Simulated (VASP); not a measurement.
A run of VASP 6.6.1:

INCAR

```
SYSTEM = Al16NO22
PREC     = Accurate       ! precision mode
ENCUT    = 520            ! plane-wave cutoff, eV
EDIFF    = 1E-6           ! SCF threshold, eV
ISMEAR   = 0              ! smearing method
SIGMA    = 0.05           ! smearing width, eV
LREAL    = Auto         
LASPH    = .TRUE.         ! aspherical terms in the spheres
NELM     = 60             ! most SCF steps
ALGO     = Normal         ! electronic algorithm
ISIF     = 2              ! what is computed and relaxed
LWAVE    = .FALSE.        ! write WAVECAR
LCHARG   = .FALSE.        ! write CHGCAR
GGA      = PE             ! functional
IVDW     = 12             ! dispersion correction
NBANDS   = 118            ! bands
NELECT   = 184.0
```

Contents of KPOINTS:

```
regular mesh
0
G
  2 2 2
  0 0 0
```

POSCAR

```
Al16NO22
1.0
   -4.8050270000     -2.7741840000      4.3720840000
    4.8050270000     -2.7741840000      4.3720840000
    0.0000000000      5.5483680000      4.3720840000
Al O N
16 22 1
Direct
    0.1520261815      0.1445194599      0.1474963761
    0.3543103617      0.3487740765      0.3498898413
    0.6579768080      0.6321095236      0.6349713754
    0.8702911494      0.8473349828      0.8569424259
    0.6446525965      0.6483772374      0.1469438719
    0.8497305421      0.8546391513      0.3580517971
    0.1492250781      0.1480332013      0.6465881792
    0.3541801499      0.3563133325      0.8504483933
    0.6620969045      0.1748030766      0.6349976312
    0.8590873727      0.3549309964      0.8581776363
    0.1456538707      0.6414200756      0.1581729886
    0.3503442429      0.8521894979      0.3525818517
    0.1286872355      0.6474029472      0.6378199801
    0.3215708810      0.8378185525      0.8619717755
    0.6454469812      0.1462845415      0.1439904351
    0.8576564086      0.3520586253      0.3400792975
    0.4142915449      0.6059196045      0.7493184387
    0.4099221416      0.2489923487      0.5963742918
    0.5906765506      0.7506608754      0.4003903176
    0.7625751352      0.4011983938      0.5885139385
    0.2477427779      0.5944163762      0.4036355287
    0.5967472342      0.4018490578      0.2461801120
    0.9009358967      0.1003741101      0.7535192691
    0.0993317593      0.2483638043      0.4023693939
    0.2558074106      0.9024657957      0.6029171094
    0.7464365417      0.0997238385      0.3984682682
    0.0958345856      0.9018671011      0.2503006390
    0.9002557448      0.5981639980      0.2494151570
    0.9061144251      0.2479549600      0.0963926371
    0.0967058746      0.7356650313      0.9120251305
    0.2515187142      0.4005334856      0.0957870458
    0.7435977277      0.5941575684      0.9063779364
    0.1026555290      0.4019425049      0.7495619959
    0.4028494026      0.0952438470      0.2488768452
    0.4009380209      0.7502107721      0.0953645402
    0.5969335672      0.2419567898      0.8944109702
    0.7433745814      0.9037397573      0.0846780972
    0.2521813388      0.0901148197      0.9009100561
    0.8798815601      0.7657560828      0.6085942062
```

Potentials or basis: VASP PAW PBE potentials, release 64 (Al, O, N).

Command:

```console
$ cat potpaw_PBE.64/Al/POTCAR potpaw_PBE.64/O/POTCAR potpaw_PBE.64/N/POTCAR > POTCAR
$ mpirun -np 1 vasp_std > vasp.out
```

Hardware: 1 thread of Oxide Virtual Turin-like Processor (shared host).

Q: How long does it take, and how much memory?

A: Run time: 20 min on 1 thread of Oxide Virtual Turin-like Processor, with other jobs on the host, peak memory 0.46 GiB. Counts: scf iterations 16, k points 8.
